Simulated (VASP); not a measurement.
The system is BN.

```
B N
1.0
     0.00000   -1.80481   -1.80481
     0.00000    1.80481   -1.80481
     3.60963    0.00000    0.00000
B N
2 2
Direct
  0.50000 0.50000 0.50000
  0.00000 0.00000 0.00000
  0.00000 0.50000 0.25000
  0.50000 0.00000 0.75000
```

Base run:

```yaml
Program: VASP 6.6.1
Functional: r2SCAN
Potentials_or_basis: VASP PAW PBE potentials, release 64 (B, N)
Cutoff: 520 eV
k_mesh: 8 × 8 × 6
Occupations: gaussian, width 0.05 eV
Spin: no spin polarisation
```

Its results: band gap on the k mesh 4.98 eV; pressure 1.1 GPa.

Task: The run is repeated on the same cell with these changes: potentials or basis from VASP PAW PBE potentials, release 64 (B, N) to VASP PAW PBE potentials, release 64 (B_h, N_h); cutoff from 520 eV to 910 eV. What comes out?

Result: Band gap on the k mesh 5.00 eV; pressure -0.6 GPa.

Caveats: the PAW data sets were made with another functional, which shifts forces and pressure a little; the cutoff is under 1.25 times the usual one of these potentials, so pressure, stress and relaxed cells hold a basis-set (Pulay) error (some runs).

A k mesh can miss the band edges.
